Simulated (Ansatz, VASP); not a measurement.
## Two plane-wave programs on Br

```xyz
4
Lattice="3.2978 2.2562 0.0000 3.2978 -2.2562 0.0000 0.0000 0.0000 -8.6269" Properties=species:S:1:pos:R:3 pbc="T T T"
Br    3.2978   -1.6420   -7.6737
Br    3.2978   -0.6141   -3.3602
Br    3.2978    1.6420   -0.9533
Br    3.2978    0.6141   -5.2667
```

Alike in both runs: task single point; functional r2SCAN; k mesh 7 × 7 × 3; occupations methfessel-paxton of order 1, width 0.1774 eV; no spin polarisation.

|  | VASP | Ansatz |
| --- | --- | --- |
| version | VASP 6.6.1 | Ansatz 0.2.0 |
| potentials or method | VASP PAW PBE potentials, release 64 (Br), cutoff 520 eV | PAW plane waves |
| valence electrons in the cell | 28 | 28 |

|  | VASP | Ansatz | Ansatz less VASP |
| --- | --- | --- | --- |
| gap on the k mesh at the Fermi level (eV) | 2.25 | 2.26 | +0.010 |
| pressure (GPa) | 1.9 | 1.9 | +0.07 |
| traceless stress, the component that is largest in VASP (GPa) | 1.63 | 1.68 | +0.045 |
| rms of the force components (eV/Å) | 0.521 | 0.527 | +0.0052 |

VASP's potentials were made for PBE, not for r2SCAN. Atom by atom the forces differ by 0.005 eV/Å (rms over components).
